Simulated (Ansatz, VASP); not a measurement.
**SiO2 in VASP and in Ansatz**

```
CELL_PARAMETERS angstrom
5.08370 0.00000 0.00000
0.00000 5.08370 0.00000
0.00000 0.00000 7.10088
ATOMIC_POSITIONS crystal
Si 0.29386 0.29386 0.00000
Si 0.20614 0.79386 0.25000
Si 0.70614 0.70614 0.50000
Si 0.79386 0.20614 0.75000
O 0.24118 0.09345 0.17423
O 0.40655 0.74118 0.42423
O 0.75882 0.90655 0.67423
O 0.59345 0.25882 0.92423
O 0.74118 0.40655 0.57577
O 0.90655 0.75882 0.32577
O 0.25882 0.59345 0.07577
O 0.09345 0.24118 0.82577
```

Alike in both runs: functional PBE; k mesh 6 × 6 × 4; occupations gaussian, width 0.02 eV; no spin polarisation.

Ansatz relaxed the structure, and its values are those at the end. VASP's run is a single point on that final structure, the one shown.

|  | VASP | Ansatz |
| --- | --- | --- |
| version | VASP 6.6.1 | Ansatz 0.2.0 |
| potentials or method | VASP PAW PBE potentials, release 64 (Si, O), cutoff 520 eV | scalar-relativistic, plane waves, PAW |
| valence electrons in the cell | 64 | 64 |

```tsv
	VASP	Ansatz	Ansatz less VASP
gap on the k mesh at the Fermi level (eV)	5.51	5.51	-0.001
least direct gap on the mesh (eV)	5.51	5.51	-0.001
pressure (GPa)	0.1	0.0	-0.08
rms of the force components (eV/Å)	0.007	0.002	-0.0053
```

The functional is the same, so the differences come from potentials, cutoffs and numerics.
